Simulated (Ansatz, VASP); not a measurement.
# One calculation of HfBr2F2, two programs

```xyz
10
Lattice="7.7531 0.0000 0.0000 0.0000 7.7531 0.0000 0.0000 0.0000 4.0827" Properties=species:S:1:pos:R:3 pbc="T T T"
Hf    0.0000    0.0000    0.0000
Hf    3.8766    3.8766    0.0000
Br    2.5882    6.4647    2.0413
Br    6.4647    5.1650    2.0413
Br    1.2884    2.5882    2.0413
Br    5.1650    1.2884    2.0413
F     2.8382    1.0384    0.0000
F     6.7147    2.8382    0.0000
F     1.0384    4.9149    0.0000
F     4.9149    6.7147    0.0000
```

Change from the starting cell: species swapped into the Yb2CdPd2 type (P4/mbm, No. 127).

Alike in both runs: task single point; functional PBE; k mesh 2 × 2 × 4; occupations gaussian, width 0.1 eV; no spin polarisation.

|  | VASP | Ansatz |
| --- | --- | --- |
| version | VASP 6.6.1 | Ansatz 0.2.0 |
| potentials or method | VASP PAW PBE potentials, release 64 (Hf_pv, Br, F), cutoff 520 eV | scalar-relativistic, plane waves, PAW |
| valence electrons in the cell | 76 | 108 |

Ansatz gave:

* gap on the k mesh at the Fermi level (eV): none
* pressure (GPa): -14.7
* traceless stress, the component that is largest in VASP (GPa): 8.92
* rms of the force components (eV/Å): 0.375

Q: Estimate VASP's values.

A: gap on the k mesh at the Fermi level (eV): none; pressure (GPa): -14.9; traceless stress, the component that is largest in VASP (GPa): 8.84; rms of the force components (eV/Å): 0.374.

Atom by atom the forces differ by 0.002 eV/Å (rms over components). A gap of «none» marks a metal or a gap that the smearing closes. VASP's potentials hold 76 valence electrons a cell and Ansatz's 108, so a difference there can come from the potentials and not from the codes.

The k mesh is coarse, so the values compare programs but aren't converged. Spin-orbit coupling is off throughout.
